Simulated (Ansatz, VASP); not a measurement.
**SrO in VASP and in Ansatz**

```
CELL_PARAMETERS angstrom
0.00000 2.56630 2.56630
2.56630 0.00000 2.56630
2.56630 2.56630 0.00000
ATOMIC_POSITIONS crystal
Sr 0.50000 0.50000 0.50000
O 0.00000 0.00000 0.00000
```

Alike in both runs: task relaxation of cell and atoms; functional RPBE; k mesh 9 × 9 × 9; occupations fermi-dirac, width 0.05 eV; no spin polarisation.

```csv
,VASP,Ansatz
version,VASP 6.6.1,Ansatz 0.2.0
potentials or method,"VASP PAW PBE potentials, release 64 (Sr_sv, O)",Ansatz PAW
plane-wave cutoff (eV),600,420
valence electrons in the cell,16,16
```

|  | VASP | Ansatz | Ansatz less VASP |
| --- | --- | --- | --- |
| gap on the k mesh at the Fermi level, each at its own relaxed structure (eV) | 3.46 | 3.50 | +0.042 |
| relaxed volume (Å³/atom) | 18.25 | 18.15 | -0.098 |
| relaxed cell length with the largest relative difference (Å) | 3.724 | 3.717 | -0.0067 |

VASP's potentials were made for PBE, not for RPBE.

Noted on Ansatz's run: odd divisions of the mesh miss points on the zone boundary, where band edges often lie, so the gap on the mesh can be too wide; the plane-wave basis is chosen anew once the cell has moved, so the energies of steps on either side of that aren't comparable.
